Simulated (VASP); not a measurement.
# TiNbB4 (P6/mmm) in VASP: single point with LDA

Aim: the single point of TiNbB4 with LDA.

All numbers are computed with VASP 6.6.1; they aren't measurements. Logs are shortened: lines on timing, memory, paths and dates and some standing lists are left out, and cuts for length are marked.

## 1. The cell of the first run

Symmetry: P6/mmm, No. 191, hexagonal system. The conventional cell has a = 3.071 Å, b = 3.071 Å, c = 6.565 Å, α = 90.00°, β = 90.00°, γ = 120.00°. Ti (site symmetry 6/mmm) has 12 B at 2.38 Å and 6 Ti at 3.07 Å within 3.1 Å. Within 3.2 Å of Nb (site symmetry 6/mmm) lie 12 B at 2.46 Å and 6 Nb at 3.07 Å. B (site symmetry 3m) has 3 B at 1.77 Å and 3 Ti at 2.38 Å within 2.4 Å.

## 2. Single point, LDA

INCAR reads:

```
SYSTEM = TiNbB4
PREC = Accurate
ENCUT = 500
EDIFF = 1E-6
ISMEAR = 0
SIGMA = 0.05
LREAL = .FALSE.
LASPH = .TRUE.
NELM = 120
ALGO = Normal
ISIF = 2
LWAVE = .FALSE.
LCHARG = .TRUE.
GGA = CA
LELF = .TRUE.
LVHAR = .TRUE.
NBANDS = 28
GGA_COMPAT = .FALSE.
```

KPOINTS reads:

```
regular mesh
0
G
  8 8 4
  0 0 0
```

POSCAR reads:

```
TiNbB4
1.0
    3.0710609200      0.0000000000      0.0000000000
   -1.5355304600      2.6596167800      0.0000000000
    0.0000000000      0.0000000000      6.5652921300
Ti Nb B
1 1 4
Direct
    0.0000000000      0.0000000000      0.5000000000
    0.0000000000      0.0000000000      0.0000000000
    0.3333333300      0.6666666700      0.7407687500
    0.3333333300      0.6666666700      0.2592312500
    0.6666666700      0.3333333300      0.7407687500
    0.6666666700      0.3333333300      0.2592312500
```

Potentials or basis: VASP PAW LDA potentials, release 64 (Ti_sv, Nb_sv, B).

Command:

```
> cat potpaw_LDA.64/Ti_sv/POTCAR potpaw_LDA.64/Nb_sv/POTCAR potpaw_LDA.64/B/POTCAR > POTCAR
> mpirun -np 1 vasp_std > vasp.out
```

OUTCAR:

```text
SYSTEM = TiNbB4
   PREC = Accurate
   ENCUT = 500
   EDIFF = 1E-6
   ISMEAR = 0
   LREAL = .FALSE.
   LASPH = .TRUE.
   NELM = 120
   ISIF = 2
   GGA = CA

 ion  position               nearest neighbor table
   1  0.000  0.000  0.500-   3 2.38   4 2.38   5 2.38   6 2.38   5 2.38   6 2.38   3 2.38   4 2.38
                             5 2.38   6 2.38   3 2.38   4 2.38
   2  0.000  0.000  0.000-   3 2.46   4 2.46   5 2.46   6 2.46   5 2.46   6 2.46   3 2.46   4 2.46
                             5 2.46   6 2.46   3 2.46   4 2.46
   3  0.333  0.667  0.741-   5 1.77   5 1.77   5 1.77   1 2.38   1 2.38   1 2.38   2 2.46   2 2.46
                             2 2.46
   4  0.333  0.667  0.259-   6 1.77   6 1.77   6 1.77   1 2.38   1 2.38   1 2.38   2 2.46   2 2.46
                             2 2.46
   5  0.667  0.333  0.741-   3 1.77   3 1.77   3 1.77   1 2.38   1 2.38   1 2.38   2 2.46   2 2.46
                             2 2.46
   6  0.667  0.333  0.259-   4 1.77   4 1.77   4 1.77   1 2.38   1 2.38   1 2.38   2 2.46   2 2.46
                             2 2.46

  LATTYP: Found a hexagonal cell.
 ALAT       =     3.0710609200
 C/A-ratio  =     2.1377928674

  Lattice vectors:

 A1 = (   3.0710609200,   0.0000000000,   0.0000000000)
 A2 = (  -1.5355304600,   2.6596167800,   0.0000000000)
 A3 = (   0.0000000000,   0.0000000000,   6.5652921300)

Analysis of symmetry for initial positions (statically):
=====================================================================
 Subroutine PRICEL returns:
 Original cell was already a primitive cell.

 Routine SETGRP: Setting up the symmetry group for a
 hexagonal supercell.

 Subroutine GETGRP returns: Found 24 space group operations
 (whereof 24 operations were pure point group operations)
 out of a pool of 24 trial point group operations.

The static configuration has the point symmetry D_6h.

Analysis of symmetry for dynamics (positions and initial velocities):
=====================================================================
 Subroutine PRICEL returns:
 Original cell was already a primitive cell.

 Routine SETGRP: Setting up the symmetry group for a
 hexagonal supercell.

 Subroutine GETGRP returns: Found 24 space group operations
 (whereof 24 operations were pure point group operations)
 out of a pool of 24 trial point group operations.

The dynamic configuration has the point symmetry D_6h.

 Subroutine INISYM returns: Found 24 space group operations
 (whereof 24 operations are pure point group operations),
 and found     1 'primitive' translations

----------------------------------------------------------------------------------------

                                     Primitive cell

  volume of cell :      53.6243

  direct lattice vectors                    reciprocal lattice vectors
     3.071060920  0.000000000  0.000000000     0.325620372  0.187997009  0.000000000
    -1.535530460  2.659616780  0.000000000     0.000000000  0.375994018  0.000000000
     0.000000000  0.000000000  6.565292130     0.000000000  0.000000000  0.152316147

  length of vectors
     3.071060920  3.071060926  6.565292130     0.375994019  0.375994018  0.152316147

  position of ions in fractional coordinates (direct lattice)
     0.000000000  0.000000000  0.500000000
     0.000000000  0.000000000  0.000000000
     0.333333330  0.666666670  0.740768750
     0.333333330  0.666666670  0.259231250
     0.666666670  0.333333330  0.740768750
     0.666666670  0.333333330  0.259231250

  ion indices of the primitive-cell ions
   primitive index   ion index
                 1           1
                 2           2
                 3           3
                 4           4
                 5           5
                 6           6

----------------------------------------------------------------------------------------

 KPOINTS: regular mesh

Automatic generation of k-mesh.
 Grid dimensions read from file:
 generate k-points for:    8    8    4

 Generating k-lattice:

  Cartesian coordinates                     Fractional coordinates (reciprocal lattice)
     0.040702547  0.023499626  0.000000000     0.125000000  0.000000000  0.000000000
     0.000000000  0.046999252  0.000000000     0.000000000  0.125000000  0.000000000
     0.000000000  0.000000000  0.038079037     0.000000000  0.000000000  0.250000000

  Length of vectors
     0.046999252  0.046999252  0.038079037

  Shift w.r.t. Gamma in fractional coordinates (k-lattice)
     0.000000000  0.000000000  0.000000000

 Subroutine IBZKPT returns following result:
 ===========================================

 Found     30 irreducible k-points:

 Following reciprocal coordinates:
            Coordinates               Weight
  0.000000  0.000000  0.000000      1.000000
  0.125000  0.000000  0.000000      6.000000
  0.250000  0.000000  0.000000      6.000000
  0.375000  0.000000  0.000000      6.000000
  0.500000  0.000000  0.000000      3.000000
  0.125000  0.125000  0.000000      6.000000
[... 16 lines left out ...]
  0.250000  0.000000  0.500000      6.000000
  0.375000  0.000000  0.500000      6.000000
 [... further k-points ...]
   k-points           NKPTS =     30   k-points in BZ     NKDIM =     30   number of bands    NBANDS=     28
   number of dos      NEDOS =    301   number of ions     NIONS =      6
   total plane-waves  NPLWV =  27648
   dimension x,y,z NGX =    24 NGY =   24 NGZ =   48
   dimension x,y,z NGXF=    48 NGYF=   48 NGZF=   96
   ions per type =               1   1   4
   NGX,Y,Z   is equivalent  to a cutoff of  12.99, 12.99, 12.15 a.u.
   NGXF,Y,Z  is equivalent  to a cutoff of  25.98, 25.98, 24.31 a.u.
 SYSTEM =  TiNbB4
   PREC   = accura    normal or accurate (medium, high low for compatibility)
   ISTART =      0    job   : 0-new  1-cont  2-samecut
   ICHARG =      2    charge: 1-file 2-atom 10-const
   ISPIN  =      1    spin polarized calculation?
   LNONCOLLINEAR =      F non collinear calculations
   LSORBIT =      F    spin-orbit coupling
   LASPH  =      T    aspherical Exc in radial PAW
   ENCUT  =  500.0 eV  36.75 Ry    6.06 a.u.   5.60  5.60 11.97*2*pi/ulx,y,z
   NELM   =    120;   NELMIN=  2; NELMDL= -5     # of ELM steps
   EDIFF  = 0.1E-05   stopping-criterion for ELM
   LREAL  =      F    real-space projection
   EDIFFG = 0.1E-04   stopping-criterion for IOM
   NSW    =      0    number of steps for IOM
   IBRION =     -1    ionic relax: 0-MD 1-quasi-New 2-CG
   NFREE  =      0    steps in history (QN), initial steepest desc. (CG)
   ISIF   =      2    stress and relaxation
   ISYM   =      2    0-nonsym 1-usesym 2-fastsym
   POTIM  = 0.5000    time-step for ionic-motion
   TEBEG  =    0.0;   TEEND  =   0.0 temperature during run
   PSTRESS=    0.0 pullay stress
   NELECT =      37.0000    total number of electrons
   NUPDOWN=      -1.0000    fix difference up-down
   EMIN   =  10.00;   EMAX   =-10.00  energy-range for DOS
   EFERMI =   0.00;   METHOD = LEGACY
   ISMEAR =     0;   SIGMA  =   0.05  broadening in eV -4-tet -1-fermi 0-gaus
   EFERMI_NEDOS =   21; number of points for ismear=-14 and -15
   IALGO  =     38    algorithm
   IMIX   =      4    mixing-type and parameters
     AMIX     =   0.40;   BMIX     =  1.00
     AMIX_MAG =   1.60;   BMIX_MAG =  1.00
  volume/ion in A,a.u.               =       8.94        60.31
  Fermi-wavevector in a.u.,A,eV,Ry     =   1.446621  2.733718 28.473096  2.092714
  Thomas-Fermi vector in A             =   2.564669
   LORBIT       =      0    0 simple, 1 ext, 2 COOP (PROOUT), +10 PAW based schemes
   GGA     = CA    functional components
   LHFCALC =     F    Hartree Fock is set to
   AEXX    =    0.0000 exact exchange contribution
   IVDW    =     0    specifies the selected vdW correction
   LEPSILON=     F    determine dielectric tensor
   LRPA    =     F    only Hartree local field effects (RPA)
 non-spin polarized calculation
 Gauss-broadening in eV      SIGMA  =   0.05
  energy-cutoff  :      500.00
  volume of cell :       53.62
 maximum number of plane-waves:      1391
 NGX is ok and might be reduce to    24
   NGX = 11   NGY = 11   NGZ = 23

 number of electron      37.0000000 magnetization

 Free energy of the ion-electron system (eV)
  ---------------------------------------------------
  ext. energy  EPLUGINS =         0.00000000
  ---------------------------------------------------
  free energy    TOTEN  =       -55.48302380 eV

  energy without entropy =      -55.48134571  energy(sigma->0) =      -55.48218475

 E-fermi :  11.2394     XC(G=0): -13.0627

 val. band max:       11.2393143048   @ k =   0.0000   0.0000   0.5000
 cond. band min:      11.3223261922   @ k =   0.0000   0.0000   0.5000
 fundamental gap:      0.0830118874
 Fermi energy:        11.2394145517

 k-point     1 :       0.0000    0.0000    0.0000
  band No.  band energies     occupation
      1     -45.2418      2.00000
      2     -44.0444      2.00000
      3     -22.1409      2.00000
      4     -21.6810      2.00000
      5     -21.6810      2.00000
      6     -20.5487      2.00000
[... 20 lines left out ...]
     27      16.1756      0.00000
     28      16.1758      0.00000

 k-point     2 :       0.1250    0.0000    0.0000
  band No.  band energies     occupation
      1     -45.2345      2.00000
      2     -44.0298      2.00000
      3     -22.1294      2.00000
      4     -21.7365      2.00000
      5     -21.6935      2.00000
      6     -20.5255      2.00000
[... 20 lines left out ...]
     27      17.0712      0.00000
     28      17.3095      0.00000

 k-point     3 :       0.2500    0.0000    0.0000
  band No.  band energies     occupation
      1     -45.2171      2.00000
      2     -43.9946      2.00000
      3     -22.1015      2.00000
      4     -21.8686      2.00000
      5     -21.7235      2.00000
      6     -20.4691      2.00000
[... 20 lines left out ...]
     27      17.5948      0.00000
     28      17.6581      0.00000

 k-point     4 :       0.3750    0.0000    0.0000
  band No.  band energies     occupation
      1     -45.1995      2.00000
      2     -43.9591      2.00000
      3     -22.0736      2.00000
      4     -21.9980      2.00000
      5     -21.7534      2.00000
      6     -20.5702      2.00000
[... 20 lines left out ...]
     27      17.0569      0.00000
     28      17.5908      0.00000

 k-point     5 :       0.5000    0.0000    0.0000
  band No.  band energies     occupation
      1     -45.1922      2.00000
      2     -43.9443      2.00000
      3     -22.0620      2.00000
      4     -22.0510      2.00000
      5     -21.7657      2.00000
      6     -20.6802      2.00000
[... 20 lines left out ...]
     27      15.8874      0.00000
     28      17.2608      0.00000

 k-point     6 :       0.1250    0.1250    0.0000
  band No.  band energies     occupation
      1     -45.2222      2.00000
      2     -44.0050      2.00000
      3     -22.1097      2.00000
      4     -21.8240      2.00000
      5     -21.7211      2.00000
      6     -20.4857      2.00000
[... 463 lines left out ...]
      5     -21.6810      2.00000
      6     -20.5617      2.00000
[... 20 lines left out ...]
     27      16.2898      0.00000
     28      17.1277      0.00000

 k-point    22 :       0.1250    0.0000    0.5000
  band No.  band energies     occupation
      1     -45.2345      2.00000
      2     -44.0299      2.00000
      3     -22.1202      2.00000
      4     -21.7365      2.00000
      5     -21.6934      2.00000
      6     -20.5380      2.00000
[... 20 lines left out ...]
     27      17.3342      0.00000
     28      17.6088      0.00000

 k-point    23 :       0.2500    0.0000    0.5000
  band No.  band energies     occupation
      1     -45.2170      2.00000
      2     -43.9947      2.00000
      3     -22.0933      2.00000
      4     -21.8685      2.00000
      5     -21.7234      2.00000
      6     -20.4802      2.00000
[... 20 lines left out ...]
     27      16.4928      0.00000
     28      17.1331      0.00000

 k-point    24 :       0.3750    0.0000    0.5000
  band No.  band energies     occupation
      1     -45.1995      2.00000
      2     -43.9592      2.00000
      3     -22.0662      2.00000
      4     -21.9978      2.00000
      5     -21.7533      2.00000
      6     -20.5705      2.00000
[... 20 lines left out ...]
     27      16.4234      0.00000
     28      16.8106      0.00000

 [... further k-points ...]
[... 5 lines left out ...]
  --------------------------------------------------------------------------------------
  -------------------------------------------------------------------------------------
  Total       -3.6066760     -3.6066760     -4.6284534      0.0000000      0.0000000     -0.0000000
  in kB     -107.7596460   -107.7596465   -138.2881363      0.0000000      0.0000000     -0.0000000
  external PRESSURE =    -117.9358096 kB  Pullay stress =       0.0000000 kB

 VOLUME and BASIS-vectors are now :
 -----------------------------------------------------------------------------
  energy-cutoff  :      500.00
  volume of cell :       53.62
      direct lattice vectors                 reciprocal lattice vectors
     3.071060920  0.000000000  0.000000000     0.325620372  0.187997009  0.000000000
    -1.535530460  2.659616780  0.000000000     0.000000000  0.375994018  0.000000000
     0.000000000  0.000000000  6.565292130     0.000000000  0.000000000  0.152316147

 POSITION                                       TOTAL-FORCE (eV/Angst)
 -----------------------------------------------------------------------------------
      0.00000      0.00000      3.28265         0.000000      0.000000      0.000000
      0.00000      0.00000      0.00000         0.000000      0.000000      0.000000
     -0.00000      1.77308      4.86336         0.000000     -0.000000      0.102018
     -0.00000      1.77308      1.70193         0.000000      0.000000     -0.102018
      1.53553      0.88654      4.86336        -0.000000     -0.000000      0.102018
      1.53553      0.88654      1.70193        -0.000000      0.000000     -0.102018
 -----------------------------------------------------------------------------------
    total drift:                                0.000000     -0.000000      0.000000

  FREE ENERGIE OF THE ION-ELECTRON SYSTEM (eV)
  ---------------------------------------------------
  free  energy   TOTEN  =       -55.4830237990 eV

  energy  without entropy=      -55.4813457066  energy(sigma->0) =      -55.48218475
```

It took 21 s on 1 thread of Intel Xeon 6975P-C (Granite Rapids), shared host; peak memory 0.17 GiB.

What came out:

| Quantity | Value |
| --- | --- |
| Free energy | -55.4830 eV |
| Pressure | -11.8 GPa |
| Largest force | 0.102 eV/Å |

Forces on the atoms (eV/Å):
```
Ti   0.000  0.000  0.000
Nb   0.000  0.000  0.000
B    0.000  0.000  0.102
B    0.000  0.000 -0.102
B    0.000  0.000  0.102
B    0.000  0.000 -0.102
```

Stress tensor (GPa, compression positive):
```
-10.78   0.00   0.00
  0.00 -10.78   0.00
  0.00   0.00 -13.83
```
